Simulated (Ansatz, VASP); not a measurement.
Two plane-wave programs on SrCl2

```xyz
3
Lattice="0.0000 3.4855 3.4855 3.4855 0.0000 3.4855 3.4855 3.4855 0.0000" Properties=species:S:1:pos:R:3 pbc="T T T"
Sr    0.0000    0.0000    0.0000
Cl    1.6720    1.8135    1.7428
Cl    5.1575    5.2990    5.2283
```

Change from the starting cell: all Cl atoms moved -0.100 Å, as atom 2 along Cartesian [1 -1 0].

Alike in both runs: task single point; functional r2SCAN; k mesh 6 × 6 × 6; occupations gaussian, width 0.05 eV; no spin polarisation.

|  | VASP | Ansatz |
| --- | --- | --- |
| version | VASP 6.6.1 | Ansatz 0.2.0 |
| potentials or method | VASP PAW PBE potentials, release 64 (Sr_sv, Cl), cutoff 520 eV | scalar-relativistic, plane waves, PAW |
| valence electrons in the cell | 24 | 24 |

```tsv
	VASP	Ansatz	Ansatz less VASP
gap on the k mesh at the Fermi level (eV)	5.96	5.96	0.000
least direct gap on the mesh (eV)	5.98	5.98	-0.001
pressure (GPa)	0.6	0.5	-0.04
traceless stress, the component that is largest in VASP (GPa)	-0.13	-0.13	+0.002
rms of the force components (eV/Å)	0.126	0.124	-0.0025
```

VASP's potentials were made for PBE, not for r2SCAN. Atom by atom the forces differ by 0.002 eV/Å (rms over components). The functional is the same, so the differences come from potentials, cutoffs and numerics.
